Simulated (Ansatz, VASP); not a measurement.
**CaF: VASP beside Ansatz**

```xyz
2
Lattice="0.0000 2.6406 2.6406 2.6406 0.0000 2.6406 2.6406 2.6406 0.0000" Properties=species:S:1:pos:R:3 pbc="T T T"
Ca    0.0000    0.0000    0.0000
F     2.6406    2.6406    2.6406
```

Change from the starting cell: species swapped into the BaO type (Fm-3m, No. 225).

Alike in both runs: functional PBE; k mesh 6 × 6 × 6; occupations gaussian, width 0.1 eV; no spin polarisation.

Ansatz relaxed the structure, and its values are those at the end. VASP's run is a single point on that final structure, the one shown.

|  | VASP | Ansatz |
| --- | --- | --- |
| version | VASP 6.6.1 | Ansatz 0.2.0 |
| potentials or method | VASP PAW PBE potentials, release 64 (Ca_sv, F), cutoff 600 eV | scalar-relativistic, plane waves, PAW |
| valence electrons in the cell | 17 | 17 |

|  | VASP | Ansatz | Ansatz less VASP |
| --- | --- | --- | --- |
| gap on the k mesh at the Fermi level (eV) | none | none | - |
| pressure (GPa) | 0.2 | 0.2 | +0.04 |

A gap of «none» marks a metal or a gap that the smearing closes. With one functional, cell and mesh, what is left measures potentials, basis and numerics.
